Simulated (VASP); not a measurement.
Input of a VASP 6.6.1 run:

Contents of INCAR:

```
SYSTEM = Ag
PREC = Accurate
ENCUT = 520
EDIFF = 1E-6
ISMEAR = 0
SIGMA = 0.1
LREAL = .False.
LASPH = .True.
NELM = 80
ALGO = Fast
ISIF = 2
LWAVE = .False.
LCHARG = .False.
GGA = PE
IVDW = 12
NBANDS = 18
```

The input KPOINTS:

```
Automatic mesh
0
Gamma
  4 4 4
  0 0 0
```

POSCAR

```
Ag
1.0
    0.0000000000      2.6990881880      2.6949403209
    2.6990016464      0.0000000000      2.6949403209
    2.6990016464      2.6990881880      0.0000000000
Ag
2
Direct
    0.2500292324      0.2500292324      0.7499707676
    0.7499707676      0.7499707676      0.2500292324
```

Potentials or basis: VASP PAW PBE potentials, release 64 (Ag).

Launch:

```sh
$ cat potpaw_PBE.64/Ag/POTCAR > POTCAR
$ mpirun -np 1 vasp_std > vasp.out
```

(1) Predict the dispersion energy per atom.

(2) Estimate the pressure.

Answers

(1) -0.516 eV.

(2) 0.0 GPa.

Caveat: the k points lie up to 0.50 Å⁻¹ apart; pairwise dispersion overbinds metals, which lowers pressure and volume.
